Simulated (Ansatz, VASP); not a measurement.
**NaI in VASP and in Ansatz**

The input INCAR:

```
SYSTEM = NaI
PREC = Accurate
ENCUT = 600
EDIFF = 1E-7
ISMEAR = 0
SIGMA = 0.1
LREAL = .False.
LASPH = .True.
NELM = 100
ALGO = Normal
ISIF = 3
LWAVE = .False.
LCHARG = .False.
GGA = PE
IBRION = 2
NSW = 90
EDIFFG = -0.04
```

The input KPOINTS:

```
regular mesh
0
Gamma
  6 6 6
  0 0 0
```

Contents of POSCAR:

```
NaI
1.0
    1.9934386800      1.1509123600      5.0848822700
   -1.9934386800      1.1509123600      5.0848822700
    0.0000000000     -2.3018247200      5.0848822700
Na I
1 1
Direct
    0.5000000000      0.5000000000      0.5000000000
    0.0000000000      0.0000000000      0.0000000000
```

Input for Ansatz:

```yaml
crystal:
  lattice:
    - [1.99343868, 1.15091236, 5.08488227]
    - [-1.99343868, 1.15091236, 5.08488227]
    - [0.0, -2.30182472, 5.08488227]
  atoms:
    - { symbol: Na, position: [0.5, 0.5, 0.5] }
    - { symbol: I, position: [0.0, 0.0, 0.0] }
basis:
  ecutwfc: 420
kpoints:
  mp_grid: { grid: [6, 6, 6] }
hamiltonian:
  xc: pbe
scf:
  occupations: { method: gaussian, width: 0.1 }
  lower_state_search: "off"
output:
  forces: true
  stress: true
  eigenvalues: true
relax:
  adjacent_minimum: "off"
  f_tol: 0.04
  max_steps: 70
  cell: { stress_tol: 0.4 }
```

Alike in both runs: task relaxation of cell and atoms; functional PBE; k mesh 6 × 6 × 6; occupations gaussian, width 0.1 eV; no spin polarisation.

|  | VASP | Ansatz |
| --- | --- | --- |
| version | VASP 6.6.1 | Ansatz 0.2.0 |
| potentials or method | VASP PAW PBE potentials, release 64 (Na_pv, I), cutoff 600 eV | scalar-relativistic, plane waves, PAW |
| valence electrons in the cell | 14 | 26 |

```csv
,VASP,Ansatz,Ansatz less VASP
"gap on the k mesh at the Fermi level, each at its own relaxed structure (eV)",3.56,3.58,+0.024
relaxed volume (Å³/atom),34.80,34.46,-0.341
relaxed cell length with the largest relative difference (Å),4.611,4.619,+0.0082
```

VASP's potentials hold 14 valence electrons a cell and Ansatz's 26, so a difference there can come from the potentials and not from the codes.

Spin-orbit coupling is off throughout.
